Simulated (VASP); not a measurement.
RbBr:

```
Rb Br
1.0
     0.00000    3.42700    3.42700
     3.42700    0.00000    3.42700
     3.42700    3.42700    0.00000
Rb Br
1 1
Direct
  0.00000 0.00000 0.00000
  0.50000 0.50000 0.50000
```

Program: VASP 6.6.1. Alike in all runs: task single point; cell as given; cutoff (eV) 520.

Q: Order these runs on this cell by their band gap on the k mesh, lowest first.
A. level PBEsol; potentials or basis VASP PAW PBE potentials, release 64 (Rb_sv, Br); spin off; k mesh 5 × 5 × 5; smearing fermi-dirac 0.05 eV
B. level LDA; potentials or basis VASP PAW LDA potentials, release 64 (Rb_sv, Br); spin off; k mesh 7 × 7 × 7; smearing fermi-dirac 0.05 eV
C. level PBE; potentials or basis VASP PAW PBE potentials, release 64 (Rb_sv, Br); spin collinear; k mesh 7 × 7 × 7; smearing tetrahedron
D. level r2SCAN; potentials or basis VASP PAW PBE potentials, release 64 (Rb_sv, Br); spin off; k mesh 7 × 7 × 7; smearing fermi-dirac 0.05 eV
E. level PBE0; potentials or basis VASP PAW PBE potentials, release 64 (Rb_sv, Br); spin off; k mesh 4 × 4 × 4; smearing fermi-dirac 0.05 eV; grid for exact exchange (PRECFOCK) Normal; share of exact exchange 0.25

A: B (3.96 eV), A (4.21 eV), C (4.36 eV), D (4.97 eV), E (6.25 eV).

Caveats: an odd mesh through Γ misses points on the zone boundary, where band edges can lie (at least some runs).

A k mesh can miss the band edges, odd and even meshes differently.
